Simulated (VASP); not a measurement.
# As (Im-3m) in VASP: a series of runs

Runs on As. Level: PBEsol. Tasks: single point.

Everything below comes from runs of VASP 6.6.1. Logs are shortened: lines on timing, memory, paths and dates and some standing lists are left out, and cuts for length are marked.

### Step 1. The cell of the first run

Symmetry: Im-3m, No. 229, cubic system. The conventional cell has a = 3.315 Å, b = 3.315 Å, c = 3.315 Å, α = 90.00°, β = 90.00°, γ = 90.00°. Within 3.8 Å of As (site symmetry m-3m) lie 14 As at 2.87 to 3.31 Å.

### Step 2. Single point, PBEsol

File INCAR:

```
SYSTEM = As
ALGO = Normal ; EDIFF = 1E-6
ENCUT = 520 ; GGA = PS
ISIF = 2 ; ISMEAR = 1
LASPH = .True. ; LCHARG = .False.
LREAL = .False. ; LWAVE = .False.
NBANDS = 8 ; NELM = 80
PREC = Accurate ; SIGMA = 0.1
```

File KPOINTS:

```
k-points
0
Gamma
  17 17 17
  0 0 0
```

File POSCAR:

```
As
1.0
    1.6574389682      1.6574389682      1.6574389682
   -1.6574389682      1.6574389682      1.6574389682
   -1.6574389682     -1.6574389682      1.6574389682
As
1
Direct
    0.0000000000      0.0000000000      0.0000000000
```

Potentials or basis: VASP PAW PBE potentials, release 64 (As).

Command:

```console
> cat potpaw_PBE.64/As/POTCAR > POTCAR
> mpirun -np 1 vasp_std > vasp.out
```

OUTCAR:

```text
SYSTEM = As
   EDIFF = 1E-6
   ENCUT = 520
   GGA = PS
   ISIF = 2
   ISMEAR = 1
   LASPH = .True.
   LREAL = .False.
   NELM = 80
   PREC = Accurate

 ion  position               nearest neighbor table
   1  0.000  0.000  0.000-

  LATTYP: Found a body centered cubic cell.
 ALAT       =     3.3148779364

  Lattice vectors:

 A1 = (   1.6574389682,  -1.6574389682,  -1.6574389682)
 A2 = (   1.6574389682,   1.6574389682,   1.6574389682)
 A3 = (  -1.6574389682,  -1.6574389682,   1.6574389682)

Analysis of symmetry for initial positions (statically):
=====================================================================
 Subroutine PRICEL returns:
 Original cell was already a primitive cell.

 Routine SETGRP: Setting up the symmetry group for a
 body centered cubic supercell.

 Subroutine GETGRP returns: Found 48 space group operations
 (whereof 48 operations were pure point group operations)
 out of a pool of 48 trial point group operations.

The static configuration has the point symmetry O_h .

Analysis of symmetry for dynamics (positions and initial velocities):
=====================================================================
 Subroutine PRICEL returns:
 Original cell was already a primitive cell.

 Routine SETGRP: Setting up the symmetry group for a
 body centered cubic supercell.

 Subroutine GETGRP returns: Found 48 space group operations
 (whereof 48 operations were pure point group operations)
 out of a pool of 48 trial point group operations.

The dynamic configuration has the point symmetry O_h .

 Subroutine INISYM returns: Found 48 space group operations
 (whereof 48 operations are pure point group operations),
 and found     1 'primitive' translations

----------------------------------------------------------------------------------------

                                     Primitive cell

  volume of cell :      18.2126

  direct lattice vectors                    reciprocal lattice vectors
     1.657438968  1.657438968  1.657438968     0.301670233  0.000000000  0.301670233
    -1.657438968  1.657438968  1.657438968    -0.301670233  0.301670233  0.000000000
    -1.657438968 -1.657438968  1.657438968     0.000000000 -0.301670233  0.301670233

  length of vectors
     2.870768503  2.870768503  2.870768503     0.426626135  0.426626135  0.426626135

[... 72 lines left out ...]
   ISPIN  =      1    spin polarized calculation?
   LNONCOLLINEAR =      F non collinear calculations
   LSORBIT =      F    spin-orbit coupling
   LASPH  =      T    aspherical Exc in radial PAW
   ENCUT  =  520.0 eV  38.22 Ry    6.18 a.u.   5.34  5.34  5.34*2*pi/ulx,y,z
   NELM   =     80;   NELMIN=  2; NELMDL= -5     # of ELM steps
   EDIFF  = 0.1E-05   stopping-criterion for ELM
   LREAL  =      F    real-space projection
   EDIFFG = 0.1E-04   stopping-criterion for IOM
   NSW    =      0    number of steps for IOM
   IBRION =     -1    ionic relax: 0-MD 1-quasi-New 2-CG
   NFREE  =      0    steps in history (QN), initial steepest desc. (CG)
   ISIF   =      2    stress and relaxation
   ISYM   =      2    0-nonsym 1-usesym 2-fastsym
   POTIM  = 0.5000    time-step for ionic-motion
   TEBEG  =    0.0;   TEEND  =   0.0 temperature during run
   PSTRESS=    0.0 pullay stress
   NELECT =       5.0000    total number of electrons
   NUPDOWN=      -1.0000    fix difference up-down
   EMIN   =  10.00;   EMAX   =-10.00  energy-range for DOS
   EFERMI =   0.00;   METHOD = LEGACY
   ISMEAR =     1;   SIGMA  =   0.10  broadening in eV -4-tet -1-fermi 0-gaus
   EFERMI_NEDOS =   21; number of points for ismear=-14 and -15
   IALGO  =     38    algorithm
   IMIX   =      4    mixing-type and parameters
     AMIX     =   0.40;   BMIX     =  1.00
     AMIX_MAG =   1.60;   BMIX_MAG =  1.00
  volume/ion in A,a.u.               =      18.21       122.90
  Fermi-wavevector in a.u.,A,eV,Ry     =   1.063998  2.010664 15.403030  1.132091
  Thomas-Fermi vector in A             =   2.199501
   LORBIT       =      0    0 simple, 1 ext, 2 COOP (PROOUT), +10 PAW based schemes
   GGA     = PS    functional components
   LHFCALC =     F    Hartree Fock is set to
   AEXX    =    0.0000 exact exchange contribution
   IVDW    =     0    specifies the selected vdW correction
   LEPSILON=     F    determine dielectric tensor
   LRPA    =     F    only Hartree local field effects (RPA)
 non-spin polarized calculation
 Methfessel and Paxton  Order N= 1 SIGMA  =   0.10
  energy-cutoff  :      520.00
  volume of cell :       18.21
 maximum number of plane-waves:       499
 NGX is ok and might be reduce to    24
   NGX = 11   NGY = 11   NGZ = 11

 number of electron       5.0000001 magnetization

 Free energy of the ion-electron system (eV)
  ---------------------------------------------------
  ext. energy  EPLUGINS =         0.00000000
  ---------------------------------------------------
  free energy    TOTEN  =        -4.72922347 eV

  energy without entropy =       -4.72910400  energy(sigma->0) =       -4.72918364

 E-fermi :   6.8635     XC(G=0): -11.0616

 val. band max:        6.8432360955   @ k =   0.3529   0.2353   0.2353
 cond. band min:       6.8796328472   @ k =  -0.4706   0.1765   0.1176
 fundamental gap:      0.0363967516
 Fermi energy:         6.8634956835

 k-point     1 :       0.0000    0.0000    0.0000
  band No.  band energies     occupation
      1      -8.6231      2.00000
      2      13.1332      0.00000
      3      13.1332      0.00000
      4      13.1332      0.00000
      5      20.1216      0.00000
      6      20.1216      0.00000
      7      20.1216      0.00000
      8      22.2421      0.00000
[... 243 lines left out ...]
 k-point    24 :       0.3529    0.1765   -0.0000
  band No.  band energies     occupation
      1      -6.2482      2.00000
      2       5.5219      2.00000
      3       7.9655     -0.00000
      4      11.0442      0.00000
      5      17.0808      0.00000
      6      18.3819      0.00000
      7      22.0236      0.00000
      8      23.3008      0.00000

 [... further k-points ...]
[... 5 lines left out ...]
  --------------------------------------------------------------------------------------
  -------------------------------------------------------------------------------------
  Total        0.0236788      0.0236788      0.0236788      0.0000000      0.0000000      0.0000000
  in kB        2.0830408      2.0830408      2.0830408      0.0000000      0.0000000      0.0000000
  external PRESSURE =       2.0830408 kB  Pullay stress =       0.0000000 kB

 VOLUME and BASIS-vectors are now :
 -----------------------------------------------------------------------------
  energy-cutoff  :      520.00
  volume of cell :       18.21
      direct lattice vectors                 reciprocal lattice vectors
     1.657438968  1.657438968  1.657438968     0.301670233  0.000000000  0.301670233
    -1.657438968  1.657438968  1.657438968    -0.301670233  0.301670233  0.000000000
    -1.657438968 -1.657438968  1.657438968     0.000000000 -0.301670233  0.301670233

 POSITION                                       TOTAL-FORCE (eV/Angst)
 -----------------------------------------------------------------------------------
      0.00000      0.00000      0.00000        -0.000000      0.000000      0.000000
 -----------------------------------------------------------------------------------
    total drift:                               -0.000000     -0.000000      0.000000

  FREE ENERGIE OF THE ION-ELECTRON SYSTEM (eV)
  ---------------------------------------------------
  free  energy   TOTEN  =        -4.7292234679 eV

  energy  without entropy=       -4.7291039957  energy(sigma->0) =       -4.72918364
```

OSZICAR:

```text
N       E                     dE             d eps       ncg     rms          rms(c)
DAV:   1     0.186165193485E+01    0.18617E+01   -0.21243E+03  2648   0.474E+02
DAV:   2    -0.467852587104E+01   -0.65402E+01   -0.63724E+01  3640   0.501E+01
DAV:   3    -0.473548011984E+01   -0.56954E-01   -0.56874E-01  3000   0.497E+00
DAV:   4    -0.473551312386E+01   -0.33004E-04   -0.33004E-04  4080   0.139E-01
DAV:   5    -0.473551313096E+01   -0.70979E-08   -0.65060E-08  3080   0.132E-03    0.207E+00
DAV:   6    -0.473126975264E+01    0.42434E-02   -0.23128E-03  3072   0.231E-01    0.121E+00
DAV:   7    -0.472922421524E+01    0.20455E-02   -0.42538E-03  3072   0.312E-01    0.443E-02
DAV:   8    -0.472922346952E+01    0.74572E-06   -0.30208E-05  3232   0.418E-02    0.592E-03
DAV:   9    -0.472922346793E+01    0.15920E-08   -0.21583E-07  3568   0.356E-03
   1 F= -.47292235E+01 E0= -.47291836E+01  d E =-.119472E-03
```

stdout:

```text
POSCAR found type information on POSCAR As
 POSCAR found :  1 types and       1 ions
 scaLAPACK will be used
 -----------------------------------------------------------------------------
|                                                                             |
|                                                                             |
|     You enforced a specific xc type in the INCAR file but a different       |
|     I HOPE YOU KNOW WHAT YOU ARE DOING!                                     |
|                                                                             |
 -----------------------------------------------------------------------------

 LDA part: xc-table for (Slater+PW92), standard interpolation
 POSCAR, INCAR and KPOINTS ok, starting setup
 FFT: planning ... GRIDC
 FFT: planning ... GRID_SOFT
 FFT: planning ... GRID
 WAVECAR not read
 entering main loop
```

Run time: 20 s. Hardware: 1 thread of Intel Xeon Platinum 8375C at 2.90GHz (Ice Lake), shared host; peak memory 0.15 GiB.

Results:

```yaml
Free_energy: -4.7292 eV
Pressure: 0.2 GPa
```

Caveat: the PAW data sets were made with another functional, which shifts forces and pressure a little.

### Step 3. Single point, PBEsol

This run uses another cell than the first one, of 17.97 Å³/atom, 0.986 times its volume.

File INCAR:

```
PREC = Accurate ; ENCUT = 520
EDIFF = 1E-6 ; ISMEAR = 1
SIGMA = 0.1 ; LREAL = F
LASPH = T ; NELM = 60
ALGO = Normal ; ISIF = 2
LWAVE = F ; LCHARG = F
GGA = PS ; NBANDS = 8
```

File KPOINTS:

```
Automatic mesh
0
Gamma
  18 18 18
```

File POSCAR:

```
As
1.0
    1.6499209822      1.6499209822      1.6499209822
   -1.6499209822      1.6499209822      1.6499209822
   -1.6499209822     -1.6499209822      1.6499209822
As
1
Direct
    0.0000000000      0.0000000000      0.0000000000
```

Potentials or basis: VASP PAW PBE potentials, release 64 (As).

Command:

```console
> cat potpaw_PBE.64/As/POTCAR > POTCAR
> mpirun -np 1 vasp_std > vasp.out
```

It took 24 s on 1 thread of Intel Xeon Platinum 8375C at 2.90GHz (Ice Lake), shared host; peak memory 0.16 GiB.

It converged, with:

| Quantity | Value |
| --- | --- |
| Free energy | -4.7377 eV |
| Pressure | 1.3 GPa |

Levels at points of the mesh, in eV from the Fermi level:
| k point | band 1 | band 2 | band 3 | band 4 | band 5 | band 6 | band 7 |
| --- | --- | --- | --- | --- | --- | --- | --- |
| (0.00, 0.00, 0.00) | -15.57 | 6.43 | 6.43 | 6.43 | 13.37 | 13.37 | 13.37 |
| (0.50, 0.00, 0.00) | -10.41 | -6.90 | 2.14 | 4.65 | 7.96 | 8.57 | 18.58 |
| (0.50, 0.50, 0.50) | -6.32 | -2.33 | -2.33 | -2.33 | 3.51 | 3.51 | 24.75 |

Caveat: the PAW data sets were made with another functional, which shifts forces and pressure a little.

### Step 4. Single point, PBEsol

This run uses another cell than the first one, of 18.15 Å³/atom, 0.996 times its volume.

File INCAR:

```
ALGO = Normal ; EDIFF = 1E-6
ENCUT = 520 ; GGA = PS
ISIF = 2 ; ISMEAR = 1
LASPH = True ; LCHARG = False
LREAL = False ; LWAVE = False
NBANDS = 8 ; NELM = 100
PREC = Accurate ; SIGMA = 0.1
```

File KPOINTS:

```
k-points
0
Gamma
  18 18 18
```

File POSCAR:

```
As
1.0
    1.6554576713      1.6554576713      1.6554576713
   -1.6554576713      1.6554576713      1.6554576713
   -1.6554576713     -1.6554576713      1.6554576713
As
1
Direct
    0.0000000000      0.0000000000      0.0000000000
```

Command:

```console
> cat potpaw_PBE.64/As/POTCAR > POTCAR
> mpirun -np 1 vasp_std > vasp.out
```

It took 25 s on 1 thread of Intel Xeon Platinum 8375C at 2.90GHz (Ice Lake), shared host; peak memory 0.15 GiB.

It converged, with:

* Free energy: -4.7386 eV
* Pressure: 0.2 GPa

Levels at points of the mesh, in eV from the Fermi level:
| k point | band 1 | band 2 | band 3 | band 4 | band 5 | band 6 | band 7 | band 8 |
| --- | --- | --- | --- | --- | --- | --- | --- | --- |
| (0.00, 0.00, 0.00) | -15.48 | 6.34 | 6.34 | 6.34 | 13.32 | 13.32 | 13.32 | 15.49 |
| (0.50, 0.00, 0.00) | -10.39 | -6.83 | 2.11 | 4.60 | 7.91 | 8.55 | 18.48 | 19.94 |
| (0.50, 0.50, 0.50) | -6.38 | -2.31 | -2.31 | -2.31 | 3.53 | 3.53 | 24.61 | 24.61 |

Caveat: the PAW data sets were made with another functional, which shifts forces and pressure a little.

### Step 5. Single point, PBEsol

This run uses another cell than the first one, of 18.15 Å³/atom, 0.996 times its volume.

File INCAR:

```
SYSTEM = As
  PREC = Accurate
  ENCUT = 520
  EDIFF = 1E-7
  ISMEAR = 1
  SIGMA = 0.1
  LREAL = .FALSE.
  LASPH = .TRUE.
  NELM = 60
  ALGO = Normal
  ISIF = 2
  LWAVE = .FALSE.
  LCHARG = .FALSE.
  GGA = PS
  NBANDS = 8
```

File KPOINTS:

```
regular mesh
0
G
  18 18 18
  0 0 0
```

POSCAR is that of step 4.

Potentials or basis: VASP PAW PBE potentials, release 64 (As).

Command:

```console
> cat potpaw_PBE.64/As/POTCAR > POTCAR
> mpirun -np 1 vasp_std > vasp.out
```

OUTCAR:

```text
SYSTEM = As
   PREC = Accurate
   ENCUT = 520
   EDIFF = 1E-7
   ISMEAR = 1
   LREAL = .FALSE.
   LASPH = .TRUE.
   NELM = 60
   ISIF = 2
   GGA = PS

 ion  position               nearest neighbor table
   1  0.000  0.000  0.000-

  LATTYP: Found a body centered cubic cell.
 ALAT       =     3.3109153426

  Lattice vectors:

 A1 = (   1.6554576713,  -1.6554576713,  -1.6554576713)
 A2 = (   1.6554576713,   1.6554576713,   1.6554576713)
 A3 = (  -1.6554576713,  -1.6554576713,   1.6554576713)

Analysis of symmetry for initial positions (statically):
=====================================================================
 Subroutine PRICEL returns:
 Original cell was already a primitive cell.

 Routine SETGRP: Setting up the symmetry group for a
 body centered cubic supercell.

 Subroutine GETGRP returns: Found 48 space group operations
 (whereof 48 operations were pure point group operations)
 out of a pool of 48 trial point group operations.

The static configuration has the point symmetry O_h .

Analysis of symmetry for dynamics (positions and initial velocities):
=====================================================================
 Subroutine PRICEL returns:
 Original cell was already a primitive cell.

 Routine SETGRP: Setting up the symmetry group for a
 body centered cubic supercell.

 Subroutine GETGRP returns: Found 48 space group operations
 (whereof 48 operations were pure point group operations)
 out of a pool of 48 trial point group operations.

The dynamic configuration has the point symmetry O_h .

 Subroutine INISYM returns: Found 48 space group operations
 (whereof 48 operations are pure point group operations),
 and found     1 'primitive' translations

----------------------------------------------------------------------------------------

                                     Primitive cell

  volume of cell :      18.1474
[... 103 lines left out ...]
   EFERMI_NEDOS =   21; number of points for ismear=-14 and -15
   IALGO  =     38    algorithm
   IMIX   =      4    mixing-type and parameters
     AMIX     =   0.40;   BMIX     =  1.00
     AMIX_MAG =   1.60;   BMIX_MAG =  1.00
  volume/ion in A,a.u.               =      18.15       122.46
  Fermi-wavevector in a.u.,A,eV,Ry     =   1.065271  2.013070 15.439922  1.134802
  Thomas-Fermi vector in A             =   2.200817
   LORBIT       =      0    0 simple, 1 ext, 2 COOP (PROOUT), +10 PAW based schemes
   GGA     = PS    functional components
   LHFCALC =     F    Hartree Fock is set to
   AEXX    =    0.0000 exact exchange contribution
   IVDW    =     0    specifies the selected vdW correction
   LEPSILON=     F    determine dielectric tensor
   LRPA    =     F    only Hartree local field effects (RPA)
 non-spin polarized calculation
 Methfessel and Paxton  Order N= 1 SIGMA  =   0.10
  energy-cutoff  :      520.00
  volume of cell :       18.15
 maximum number of plane-waves:       500
 NGX is ok and might be reduce to    24
   NGX = 11   NGY = 11   NGZ = 11

 number of electron       5.0000001 magnetization

 Free energy of the ion-electron system (eV)
  ---------------------------------------------------
  ext. energy  EPLUGINS =         0.00000000
  ---------------------------------------------------
  free energy    TOTEN  =        -4.73857108 eV

  energy without entropy =       -4.73869437  energy(sigma->0) =       -4.73861218

 E-fermi :   6.8639     XC(G=0): -11.0776

 val. band max:        6.8128043189   @ k =   0.3889   0.2222   0.2222
 cond. band min:       6.8686452433   @ k =   0.2222  -0.3333   0.1111
 fundamental gap:      0.0558409244
 Fermi energy:         6.8638740658

 k-point     1 :       0.0000    0.0000    0.0000
  band No.  band energies     occupation
      1      -8.6152      2.00000
      2      13.2054      0.00000
      3      13.2054      0.00000
      4      13.2054      0.00000
      5      20.1805      0.00000
      6      20.1805      0.00000
      7      20.1805      0.00000
      8      22.3534      0.00000
[... 243 lines left out ...]
 k-point    24 :       0.5000    0.1111    0.0000
  band No.  band energies     occupation
      1      -3.7775      2.00000
      2       0.8717      2.00000
      3       7.5575     -0.00000
      4      10.5498      0.00000
      5      15.6818      0.00000
      6      17.7267      0.00000
      7      23.1404      0.00000
      8      25.8024      0.00000

 [... further k-points ...]
[... 5 lines left out ...]
  --------------------------------------------------------------------------------------
  -------------------------------------------------------------------------------------
  Total        0.0277710      0.0277710      0.0277710     -0.0000000     -0.0000000      0.0000000
  in kB        2.4518183      2.4518183      2.4518183     -0.0000000     -0.0000000      0.0000000
  external PRESSURE =       2.4518183 kB  Pullay stress =       0.0000000 kB

 VOLUME and BASIS-vectors are now :
 -----------------------------------------------------------------------------
  energy-cutoff  :      520.00
  volume of cell :       18.15
      direct lattice vectors                 reciprocal lattice vectors
     1.655457671  1.655457671  1.655457671     0.302031280  0.000000000  0.302031280
    -1.655457671  1.655457671  1.655457671    -0.302031280  0.302031280  0.000000000
    -1.655457671 -1.655457671  1.655457671     0.000000000 -0.302031280  0.302031280

 POSITION                                       TOTAL-FORCE (eV/Angst)
 -----------------------------------------------------------------------------------
      0.00000      0.00000      0.00000        -0.000000      0.000000      0.000000
 -----------------------------------------------------------------------------------
    total drift:                               -0.000000     -0.000000      0.000000

  FREE ENERGIE OF THE ION-ELECTRON SYSTEM (eV)
  ---------------------------------------------------
  free  energy   TOTEN  =        -4.7385710784 eV

  energy  without entropy=       -4.7386943724  energy(sigma->0) =       -4.73861218
```

stdout:

```text
POSCAR found type information on POSCAR As
 POSCAR found :  1 types and       1 ions
 scaLAPACK will be used
 -----------------------------------------------------------------------------
|                                                                             |
|                                                                             |
|     You enforced a specific xc type in the INCAR file but a different       |
|     I HOPE YOU KNOW WHAT YOU ARE DOING!                                     |
|                                                                             |
 -----------------------------------------------------------------------------

 LDA part: xc-table for (Slater+PW92), standard interpolation
 POSCAR, INCAR and KPOINTS ok, starting setup
 FFT: planning ... GRIDC
 FFT: planning ... GRID_SOFT
 FFT: planning ... GRID
 WAVECAR not read
 entering main loop
```

It took 25 s on 1 thread of Intel Xeon Platinum 8375C at 2.90GHz (Ice Lake), shared host; peak memory 0.16 GiB.

What came out:

```
Free energy : -4.7386 eV
Pressure    : 0.2 GPa
```

Caveat: the PAW data sets were made with another functional, which shifts forces and pressure a little.

(Continued in part 2 of 2.)
